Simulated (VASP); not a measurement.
YAl3N4:

```
Y Al N
1.0
     4.81668    0.00000    0.00000
     0.00000    4.81668    0.00000
     0.00000    0.00000    4.81668
Y Al N
1 3 4
Direct
  0.50000 0.50000 0.50000
  0.50000 0.00000 0.00000
  0.00000 0.00000 0.50000
  0.00000 0.50000 0.00000
  0.75000 0.25000 0.75000
  0.75000 0.75000 0.25000
  0.25000 0.25000 0.25000
  0.25000 0.75000 0.75000
```

- Program: VASP 6.6.1
- Task: relaxation of cell and atoms
- Functional: PBE
- Potentials or basis: VASP PAW PBE potentials, release 64 (Y_sv, Al, N)
- Cutoff: 600 eV
- k mesh: 4 × 4 × 4
- Occupations: gaussian, width 0.1 eV
- Spin: no spin polarisation

At the start: pressure -9.4 GPa; volume 13.97 Å³/atom.

Where does the relaxation end?

Over 4 steps the energy falls by 241.1 meV/atom and the volume is 12.36 Å³/atom (-11.5 %); space group P-43m (No. 215, to 0.1 Å) before and after.

The path:
| step | energy change (eV) | largest force (eV/Å) | pressure (GPa) | volume (Å³) |
| --- | --- | --- | --- | --- |
| 1 | 0.0000 | 4.0119 | -9.38 | 111.75 |
| 2 | -1.9263 | 0.1974 | 0.00 | 99.03 |
| 3 | -1.9288 | 0.0437 | -0.57 | 99.46 |
| 4 | -1.9290 | 0.0346 | 0.49 | 98.85 |

Final structure:
```
Y Al N
1.0
     4.62365    0.00000    0.00000
     0.00000    4.62365    0.00000
     0.00000    0.00000    4.62365
Y Al N
1 3 4
Direct
  0.50000 0.50000 0.50000
  0.50000 0.00000 0.00000
  0.00000 0.00000 0.50000
  0.00000 0.50000 0.00000
  0.77206 0.22794 0.77206
  0.77206 0.77206 0.22794
  0.22794 0.22794 0.22794
  0.22794 0.77206 0.77206
```
